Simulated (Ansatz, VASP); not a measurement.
**Al2Cu: VASP beside Ansatz**

```xyz
3
Lattice="0.0000 2.2548 6.6235 1.5036 0.0000 6.6235 1.5036 2.2548 0.0000" Properties=species:S:1:pos:R:3 pbc="T T T"
Al    1.5036    2.2548   11.1571
Al    1.5036    2.2548    2.0899
Cu    1.5036    2.2548    6.6235
```

Alike in both runs: functional PBE; k mesh 8 × 8 × 8; occupations gaussian, width 0.1 eV; no spin polarisation.

Ansatz relaxed the structure, and its values are those at the end. VASP's run is a single point on that final structure, the one shown.

|  | VASP | Ansatz |
| --- | --- | --- |
| version | VASP 6.6.1 | Ansatz 0.2.0 |
| potentials or method | VASP PAW PBE potentials, release 64 (Al, Cu), cutoff 520 eV | scalar-relativistic, plane waves, PAW |
| valence electrons in the cell | 17 | 25 |

```csv
,VASP,Ansatz,Ansatz less VASP
gap on the k mesh at the Fermi level (eV),none,none,-
pressure (GPa),0.1,0.0,-0.11
rms of the force components (eV/Å),0.001,0.005,+0.0038
```

A gap of «none» marks a metal or a gap that the smearing closes. With one functional, cell and mesh, what is left measures potentials, basis and numerics. VASP's potentials hold 17 valence electrons a cell and Ansatz's 25, so a difference there can come from the potentials and not from the codes.
